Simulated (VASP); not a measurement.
# Au3C in VASP: further runs

Au3C is run at these levels: PBE; tasks: single point.

Everything below comes from runs of VASP 6.6.1. Logs are shortened: lines on timing, memory, paths and dates and some standing lists are left out, and cuts for length are marked.

### Step 1. The cell of the first run

The cell holds a slab with vacuum, 4 atoms: a = 2.940 Å, b = 2.940 Å, c = 21.897 Å, α = 90.00°, β = 90.00°, γ = 120.00°.

### Step 2. Single point, PBE

INCAR

```
  PREC = Accurate
  ENCUT = 520
  EDIFF = 1E-6
  ISMEAR = 0
  SIGMA = 0.1
  LREAL = False
  LASPH = True
  NELM = 60
  ALGO = Normal
  ISIF = 2
  LWAVE = False
  LCHARG = False
  LDIPOL = True
  IDIPOL = 3
  DIPOL = 0.5 0.5 0.359
  GGA = PE
  NBANDS = 26
```

KPOINTS

```
regular mesh
0
Gamma
  9 9 1
```

POSCAR

```
Au3C
1.0
    2.9402049748      0.0000000000      0.0000000000
   -1.4701024874      2.5462922005      0.0000000000
    0.0000000000      0.0000000000     21.8974947720
Au C
3 1
Direct
    0.6666666667      0.3333333333      0.1826692981
    0.3333333333      0.6666666667      0.2945190844
    0.0000000000      0.0000000000      0.4063247812
    0.1111111111     -0.1111111111      0.5510901999
```

Potentials or basis: VASP PAW PBE potentials, release 64 (Au, C).

Started as:

```console
cat potpaw_PBE.64/Au/POTCAR potpaw_PBE.64/C/POTCAR > POTCAR
mpirun -np 1 vasp_std > vasp.out
```

OUTCAR:

```text
PREC = Accurate
   ENCUT = 520
   EDIFF = 1E-6
   ISMEAR = 0
   LREAL = False
   LASPH = True
   NELM = 60
   ISIF = 2
   GGA = PE

 ion  position               nearest neighbor table
   1  0.667  0.333  0.183-   2 2.98   2 2.98   2 2.98
   2  0.333  0.667  0.295-   3 2.98   3 2.98   3 2.98   1 2.98   1 2.98   1 2.98
   3  0.000  0.000  0.406-   2 2.98   2 2.98   2 2.98
   4  0.111  0.889  0.551-

  LATTYP: Found a hexagonal cell.
 ALAT       =     2.9402049748
 C/A-ratio  =     7.4476082313

  Lattice vectors:

 A1 = (   2.9402049748,   0.0000000000,   0.0000000000)
 A2 = (  -1.4701024874,   2.5462922005,   0.0000000000)
 A3 = (   0.0000000000,   0.0000000000,  21.8974947720)

Analysis of symmetry for initial positions (statically):
=====================================================================
 Subroutine PRICEL returns:
 Original cell was already a primitive cell.

 Routine SETGRP: Setting up the symmetry group for a
 hexagonal supercell.

 Subroutine GETGRP returns: Found  2 space group operations
 (whereof  2 operations were pure point group operations)
 out of a pool of 24 trial point group operations.

The static configuration has the point symmetry C_1h.

Analysis of symmetry for dynamics (positions and initial velocities):
=====================================================================
 Subroutine PRICEL returns:
 Original cell was already a primitive cell.

 Routine SETGRP: Setting up the symmetry group for a
 hexagonal supercell.

 Subroutine GETGRP returns: Found  2 space group operations
 (whereof  2 operations were pure point group operations)
 out of a pool of 24 trial point group operations.

The dynamic configuration has the point symmetry C_1h.

 Subroutine INISYM returns: Found  2 space group operations
 (whereof  2 operations are pure point group operations),
 and found     1 'primitive' translations

----------------------------------------------------------------------------------------

                                     Primitive cell

  volume of cell :     163.9382

  direct lattice vectors                    reciprocal lattice vectors
     2.940204975  0.000000000  0.000000000     0.340112342  0.196363952  0.000000000
    -1.470102487  2.546292200  0.000000000     0.000000000  0.392727904  0.000000000
     0.000000000  0.000000000 21.897494772     0.000000000  0.000000000  0.045667325

  length of vectors
     2.940204975  2.940204975 21.897494772     0.392727904  0.392727904  0.045667325

  position of ions in fractional coordinates (direct lattice)
     0.666666667  0.333333333  0.182669298
     0.333333333  0.666666667  0.294519084
     0.000000000  0.000000000  0.406324781
     0.111111111  0.888888889  0.551090200

  ion indices of the primitive-cell ions
   primitive index   ion index
                 1           1
                 2           2
                 3           3
                 4           4

----------------------------------------------------------------------------------------

 KPOINTS: regular mesh

Automatic generation of k-mesh.
 Grid dimensions read from file:
 generate k-points for:    9    9    1

 Generating k-lattice:

  Cartesian coordinates                     Fractional coordinates (reciprocal lattice)
     0.037790260  0.021818217  0.000000000     0.111111111  0.000000000  0.000000000
     0.000000000  0.043636434  0.000000000     0.000000000  0.111111111  0.000000000
     0.000000000  0.000000000  0.045667325     0.000000000  0.000000000  1.000000000

  Length of vectors
     0.043636434  0.043636434  0.045667325

  Shift w.r.t. Gamma in fractional coordinates (k-lattice)
     0.000000000  0.000000000  0.000000000

 Subroutine IBZKPT returns following result:
 ===========================================

 Found     25 irreducible k-points:

 Following reciprocal coordinates:
            Coordinates               Weight
  0.000000  0.000000  0.000000      1.000000
  0.111111  0.000000  0.000000      4.000000
 -0.111111  0.111111  0.000000      2.000000
  0.222222 -0.000000  0.000000      4.000000
 -0.222222  0.222222  0.000000      2.000000
  0.333333 -0.000000  0.000000      4.000000
[... 16 lines left out ...]
 -0.222222 -0.444444  0.000000      4.000000
  0.444444  0.333333  0.000000      4.000000
   k-points           NKPTS =     25   k-points in BZ     NKDIM =     25   number of bands    NBANDS=     26
   number of dos      NEDOS =    301   number of ions     NIONS =      4
   total plane-waves  NPLWV =  96768
   dimension x,y,z NGX =    24 NGY =   24 NGZ =  168
   dimension x,y,z NGXF=    48 NGYF=   48 NGZF=  336
   ions per type =               3   1
   NGX,Y,Z   is equivalent  to a cutoff of  13.57, 13.57, 12.75 a.u.
   NGXF,Y,Z  is equivalent  to a cutoff of  27.14, 27.14, 25.51 a.u.
 SYSTEM =  unknown system
   PREC   = accura    normal or accurate (medium, high low for compatibility)
   ISTART =      0    job   : 0-new  1-cont  2-samecut
   ICHARG =      2    charge: 1-file 2-atom 10-const
   ISPIN  =      1    spin polarized calculation?
   LNONCOLLINEAR =      F non collinear calculations
   LSORBIT =      F    spin-orbit coupling
   LASPH  =      T    aspherical Exc in radial PAW
   ENCUT  =  520.0 eV  38.22 Ry    6.18 a.u.   5.47  5.47 40.71*2*pi/ulx,y,z
   NELM   =     60;   NELMIN=  2; NELMDL= -5     # of ELM steps
   EDIFF  = 0.1E-05   stopping-criterion for ELM
   LREAL  =      F    real-space projection
   EDIFFG = 0.1E-04   stopping-criterion for IOM
   NSW    =      0    number of steps for IOM
   IBRION =     -1    ionic relax: 0-MD 1-quasi-New 2-CG
   NFREE  =      0    steps in history (QN), initial steepest desc. (CG)
   ISIF   =      2    stress and relaxation
   ISYM   =      2    0-nonsym 1-usesym 2-fastsym
   POTIM  = 0.5000    time-step for ionic-motion
   TEBEG  =    0.0;   TEEND  =   0.0 temperature during run
   PSTRESS=    0.0 pullay stress
   NELECT =      37.0000    total number of electrons
   NUPDOWN=      -1.0000    fix difference up-down
   EMIN   =  10.00;   EMAX   =-10.00  energy-range for DOS
   EFERMI =   0.00;   METHOD = LEGACY
   ISMEAR =     0;   SIGMA  =   0.10  broadening in eV -4-tet -1-fermi 0-gaus
   EFERMI_NEDOS =   21; number of points for ismear=-14 and -15
   IALGO  =     38    algorithm
   IMIX   =      4    mixing-type and parameters
     AMIX     =   0.40;   BMIX     =  1.00
     AMIX_MAG =   1.60;   BMIX_MAG =  1.00
  volume/ion in A,a.u.               =      40.98       276.58
  Fermi-wavevector in a.u.,A,eV,Ry     =   0.996740  1.883566 13.517266  0.993491
  Thomas-Fermi vector in A             =   2.128849
   LORBIT       =      0    0 simple, 1 ext, 2 COOP (PROOUT), +10 PAW based schemes
   GGA     = PE    functional components
   LHFCALC =     F    Hartree Fock is set to
   AEXX    =    0.0000 exact exchange contribution
   IVDW    =     0    specifies the selected vdW correction
   LEPSILON=     F    determine dielectric tensor
   LRPA    =     F    only Hartree local field effects (RPA)
 non-spin polarized calculation
 Gauss-broadening in eV      SIGMA  =   0.10
  energy-cutoff  :      520.00
  volume of cell :      163.94
 maximum number of plane-waves:      4481
 NGX is ok and might be reduce to    24
   NGX = 11   NGY = 11   NGZ = 81

 dipolmoment           0.000000      0.000000     -0.000029 electrons x Angstroem

 number of electron      36.9999997 magnetization

 dipolmoment           0.000000      0.000000      0.026444 electrons x Angstroem

 Free energy of the ion-electron system (eV)
  ---------------------------------------------------
  ext. energy  EPLUGINS =         0.00000000
  ---------------------------------------------------
  free energy    TOTEN  =       -11.53737195 eV

  energy without entropy =      -11.51208395  energy(sigma->0) =      -11.52472795

 E-fermi :  -0.5055     XC(G=0):  -5.8434

 val. band max:       -0.5298057228   @ k =  -0.2222   0.4444   0.0000
 cond. band min:      -0.4738236455   @ k =  -0.3333   0.2222   0.0000
 fundamental gap:      0.0559820773
 Fermi energy:        -0.5054943795

 k-point     1 :       0.0000    0.0000    0.0000
  band No.  band energies     occupation
      1     -10.2568      2.00000
      2      -8.6739      2.00000
      3      -7.2627      2.00000
      4      -6.8314      2.00000
      5      -4.6171      2.00000
      6      -4.4247      2.00000
[... 18 lines left out ...]
     25       5.2980      0.00000
     26       5.9069      0.00000

 k-point     2 :       0.1111    0.0000    0.0000
  band No.  band energies     occupation
      1     -10.0825      2.00000
      2      -8.3197      2.00000
      3      -6.9098      2.00000
      4      -6.5180      2.00000
      5      -4.6613      2.00000
      6      -4.5995      2.00000
[... 18 lines left out ...]
     25       5.5688      0.00000
     26       6.1559      0.00000

 k-point     3 :      -0.1111    0.1111    0.0000
  band No.  band energies     occupation
      1     -10.0824      2.00000
      2      -8.3197      2.00000
      3      -6.9097      2.00000
      4      -6.5180      2.00000
      5      -4.6597      2.00000
      6      -4.6002      2.00000
[... 18 lines left out ...]
     25       5.5683      0.00000
     26       6.1559      0.00000

 k-point     4 :       0.2222   -0.0000    0.0000
  band No.  band energies     occupation
      1      -9.5906      2.00000
      2      -7.4040      2.00000
      3      -6.1640      2.00000
      4      -5.8754      2.00000
      5      -5.0870      2.00000
      6      -4.8090      2.00000
[... 18 lines left out ...]
     25       6.3634      0.00000
     26       6.9014      0.00000

 k-point     5 :      -0.2222    0.2222    0.0000
  band No.  band energies     occupation
      1      -9.5901      2.00000
      2      -7.4043      2.00000
      3      -6.1635      2.00000
      4      -5.8753      2.00000
      5      -5.0844      2.00000
      6      -4.8089      2.00000
[... 18 lines left out ...]
     25       6.3603      0.00000
     26       6.9015      0.00000

 k-point     6 :       0.3333   -0.0000    0.0000
  band No.  band energies     occupation
      1      -8.8990      2.00000
      2      -6.5972      2.00000
      3      -6.0695      2.00000
      4      -5.8044      2.00000
      5      -5.5348      2.00000
      6      -4.7068      2.00000
[... 427 lines left out ...]
 k-point    21 :      -0.2222    0.4444    0.0000
  band No.  band energies     occupation
      1      -8.5523      2.00000
      2      -5.9103      2.00000
      3      -5.6780      2.00000
      4      -5.3263      2.00000
      5      -5.0892      2.00000
      6      -4.7515      2.00000
[... 18 lines left out ...]
     25       6.8856      0.00000
     26       7.8722      0.00000

 k-point    22 :       0.3333    0.2222    0.0000
  band No.  band energies     occupation
      1      -8.0749      2.00000
      2      -5.7063      2.00000
      3      -5.6791      2.00000
      4      -5.4283      2.00000
      5      -5.0447      2.00000
      6      -4.8492      2.00000
[... 18 lines left out ...]
     25       5.9709      0.00000
     26       6.9810      0.00000

 k-point    23 :      -0.2222   -0.4444    0.0000
  band No.  band energies     occupation
      1      -8.0745      2.00000
      2      -5.7057      2.00000
      3      -5.6790      2.00000
      4      -5.4284      2.00000
      5      -5.0457      2.00000
      6      -4.8488      2.00000
[... 18 lines left out ...]
     25       5.9581      0.00000
     26       7.0251      0.00000

 k-point    24 :       0.4444    0.3333    0.0000
  band No.  band energies     occupation
      1      -8.0738      2.00000
      2      -5.7059      2.00000
      3      -5.6785      2.00000
      4      -5.4283      2.00000
      5      -5.0465      2.00000
      6      -4.8472      2.00000
[... 18 lines left out ...]
     25       5.9697      0.00000
     26       6.9323      0.00000

 [... further k-points ...]

------------------------ aborting loop because EDIFF is reached ----------------------------------------

 vacuum level on the upper side and lower side of the slab       (xc-potential included)         0.306        -0.318

  FORCE on cell =-STRESS in cart. coord.  units (eV):
  Direction    XX          YY          ZZ          XY          YZ          ZX
  --------------------------------------------------------------------------------------
  -------------------------------------------------------------------------------------
  Total       -5.7837626     -5.7451036     -3.0013111      0.0334796      0.1139146     -0.1973058
  in kB      -56.5250244    -56.1472087    -29.3319755      0.3271979      1.1132935     -1.9282804
  external PRESSURE =     -47.3347362 kB  Pullay stress =       0.0000000 kB

 VOLUME and BASIS-vectors are now :
 -----------------------------------------------------------------------------
  energy-cutoff  :      520.00
  volume of cell :      163.94
      direct lattice vectors                 reciprocal lattice vectors
     2.940204975  0.000000000  0.000000000     0.340112342  0.196363952  0.000000000
    -1.470102487  2.546292200  0.000000000     0.000000000  0.392727904  0.000000000
     0.000000000  0.000000000 21.897494772     0.000000000  0.000000000  0.045667325

 POSITION                                       TOTAL-FORCE (eV/Angst)
 -----------------------------------------------------------------------------------
      1.47010      0.84876      4.00000         0.000662     -0.000382      0.151662
     -0.00000      1.69753      6.44923         0.002257     -0.001303      0.067119
      0.00000      0.00000      8.89749         0.056546     -0.032647      0.427109
     -0.98007      2.26337     12.06749        -0.059465      0.034332     -0.645891
 -----------------------------------------------------------------------------------
    total drift:                                0.000127     -0.000073     -0.000270

  FREE ENERGIE OF THE ION-ELECTRON SYSTEM (eV)
  ---------------------------------------------------
  free  energy   TOTEN  =       -11.5373719530 eV

  energy  without entropy=      -11.5120839471  energy(sigma->0) =      -11.52472795

 vacuum level on the upper side and lower side of the slab         5.472         4.833
```

Wall time 97 s (1 thread of Intel Xeon 6975P-C (Granite Rapids), shared host); peak memory 0.34 GiB.

Results:

| Item | Value |
| --- | --- |
| Free energy | -11.5374 eV |
| Largest force | 0.650 eV/Å |

Forces on the atoms (eV/Å):
```
Au   0.001  0.000  0.152
Au   0.002 -0.001  0.067
Au   0.057 -0.033  0.427
C   -0.059  0.034 -0.646
```

Caveat: spin-orbit coupling is left out, which moves the levels of the heavy elements.

### Step 3. Single point, PBE

INCAR

```
PREC = Accurate
ENCUT = 520
EDIFF = 1E-6
ISMEAR = 0
SIGMA = 0.1
LREAL = False
LASPH = True
NELM = 100
ALGO = Normal
ISIF = 2
LWAVE = False
LCHARG = False
LDIPOL = True
IDIPOL = 3
DIPOL = 0.5 0.5 0.336
GGA = PE
NBANDS = 26
```

KPOINTS is that of step 2.

Changes to POSCAR since step 2:

```diff
@@ -11,2 +11,2 @@
     0.0000000000      0.0000000000      0.4063247812
-    0.1111111111     -0.1111111111      0.5510901999
+    0.2222222222     -0.2222222222      0.4606688974
```

Potentials or basis: VASP PAW PBE potentials, release 64 (Au, C).

Started as:

```console
cat potpaw_PBE.64/Au/POTCAR potpaw_PBE.64/C/POTCAR > POTCAR
mpirun -np 1 vasp_std > vasp.out
```

Run time: 2 min. Hardware: 1 thread of Intel Xeon 6975P-C (Granite Rapids), shared host; peak memory 0.34 GiB.

The run converged. Its results:

| Quantity | Value |
| --- | --- |
| Free energy | -11.8333 eV |
| Largest force | 11.633 eV/Å |

Forces in eV/Å, atoms in the order of the input:
```
Au   0.003 -0.002 -0.021
Au  -0.063  0.037 -0.235
Au  -7.133  4.118 -7.889
C    7.193 -4.153  8.145
```

Levels at points of the mesh, in eV from the Fermi level:
```csv
k point,band 15,band 16,band 17,band 18,band 19,band 20,band 21,band 22,band 23,band 24
"(0.00, 0.00, 0.00)",-2.73,-2.69,-1.90,-1.89,-0.85,0.69,2.65,2.71,5.05,5.87
```

Caveat: spin-orbit coupling is left out, which moves the levels of the heavy elements.

### Step 4. Single point, PBE

INCAR

```
PREC     = Accurate       # precision mode
ENCUT    = 520            # plane-wave cutoff, eV
EDIFF    = 1E-6           # SCF threshold, eV
ISMEAR   = 0              # smearing method
SIGMA    = 0.1            # smearing width, eV
LREAL    = False          # projectors in reciprocal space
LASPH    = True           # aspherical terms in the spheres
NELM     = 80             # most SCF steps
ALGO     = Normal         # electronic algorithm
ISIF     = 2              # what is computed and relaxed
LWAVE    = False          # write WAVECAR
LCHARG   = True           # write CHGCAR
LDIPOL   = True         
IDIPOL   = 3            
DIPOL    = 0.5 0.5 0.353
GGA      = PE             # functional
LELF     = True           # ELF
LVHAR    = True         
LVACPOTAV= True         
NBANDS   = 26             # bands
```

KPOINTS is that of step 3.

Changes to POSCAR since step 3:

```diff
@@ -11,2 +11,2 @@
     0.0000000000      0.0000000000      0.4063247812
-    0.2222222222     -0.2222222222      0.4606688974
+    0.2222222222     -0.2222222222      0.5282565377
```

Started as:

```console
cat potpaw_PBE.64/Au/POTCAR potpaw_PBE.64/C/POTCAR > POTCAR
mpirun -np 1 vasp_std > vasp.out
```

Run time: 71 s. Hardware: 1 thread of Intel Xeon 6975P-C (Granite Rapids), shared host; peak memory 0.34 GiB.

The run converged. Its results:

```
Free energy   : -11.9074 eV
Largest force : 1.110 eV/Å
```

Forces on the atoms (eV/Å):
```
Au   0.000  0.000  0.153
Au   0.000  0.000  0.076
Au   0.161 -0.093  0.866
C   -0.161  0.093 -1.094
```

Levels at points of the mesh, in eV from the Fermi level:
```tsv
k point	band 17	band 18	band 19	band 20	band 21	band 22
(0.00, 0.00, 0.00)	-2.05	-1.81	-1.81	-0.34	2.30	2.65
```

Caveat: spin-orbit coupling is left out, which moves the levels of the heavy elements.

### Step 5. Single point, PBE

INCAR

```
SYSTEM = Au3C
PREC = Accurate
ENCUT = 520
EDIFF = 1E-7
ISMEAR = 0
SIGMA = 0.1
LREAL = .False.
LASPH = .True.
NELM = 60
ALGO = Normal
ISIF = 2
LWAVE = .False.
LCHARG = .False.
LDIPOL = .True.
IDIPOL = 3
DIPOL = 0.5 0.5 0.367
GGA = PE
NBANDS = 26
```

KPOINTS

```
regular mesh
0
Gamma
  9 9 1
  0 0 0
```

Changes to POSCAR since step 4:

```diff
@@ -11,2 +11,2 @@
     0.0000000000      0.0000000000      0.4063247812
-    0.2222222222     -0.2222222222      0.5282565377
+    0.2222222222     -0.2222222222      0.5830573271
```

Started as:

```console
cat potpaw_PBE.64/Au/POTCAR potpaw_PBE.64/C/POTCAR > POTCAR
mpirun -np 1 vasp_std > vasp.out
```

Wall time 88 s (1 thread of Intel Xeon 6975P-C (Granite Rapids), shared host); peak memory 0.34 GiB.

It converged, with:

```
Free energy   : -11.2808 eV
Largest force : 0.144 eV/Å
```

Forces in eV/Å, atoms in the order of the input:
```
Au   0.000  0.000  0.144
Au   0.000  0.000  0.030
Au   0.004 -0.002 -0.033
C   -0.004  0.003 -0.140
```

Levels at points of the mesh, in eV from the Fermi level:
```
           k point  band 16  band 17  band 18  band 19  band 20  band 21
(0.00, 0.00, 0.00)    -2.29    -1.87    -1.87    -1.62    -0.74     0.85
```

Caveat: spin-orbit coupling is left out, which moves the levels of the heavy elements.

### Step 6. Single point, PBE

INCAR

```
SYSTEM = Au3C
PREC = Accurate
ENCUT = 520
EDIFF = 1E-7
ISMEAR = 0
SIGMA = 0.1
LREAL = .FALSE.
LASPH = .TRUE.
NELM = 60
ALGO = Normal
ISIF = 2
LWAVE = .FALSE.
LCHARG = .FALSE.
LDIPOL = .TRUE.
IDIPOL = 3
DIPOL = 0.5 0.5 0.344
GGA = PE
NBANDS = 26
```

KPOINTS

```
regular mesh
0
G
  9 9 1
  0 0 0
```

Changes to POSCAR since step 5:

```diff
@@ -11,2 +11,2 @@
     0.0000000000      0.0000000000      0.4063247812
-    0.2222222222     -0.2222222222      0.5830573271
+    0.4444444444     -0.4444444444      0.4935493710
```

Potentials or basis: VASP PAW PBE potentials, release 64 (Au, C).

Started as:

```console
cat potpaw_PBE.64/Au/POTCAR potpaw_PBE.64/C/POTCAR > POTCAR
mpirun -np 1 vasp_std > vasp.out
```

It took 74 s on 1 thread of Intel Xeon 6975P-C (Granite Rapids), shared host; peak memory 0.34 GiB.

It converged, with:

```yaml
Free_energy: -12.9124 eV
Largest_force: 1.564 eV/Å
```

Forces in eV/Å, atoms in the order of the input:
```
Au   0.002 -0.001  0.072
Au   0.031 -0.018  0.043
Au  -0.079  0.046  1.447
C    0.046 -0.027 -1.563
```

Levels at points of the mesh, in eV from the Fermi level:
```
           k point  band 16  band 17  band 18  band 19  band 20  band 21  band 22  band 23
(0.00, 0.00, 0.00)    -2.57    -1.94    -1.93    -1.92    -0.20     2.47     2.65     4.03
```

Caveat: spin-orbit coupling is left out, which moves the levels of the heavy elements.
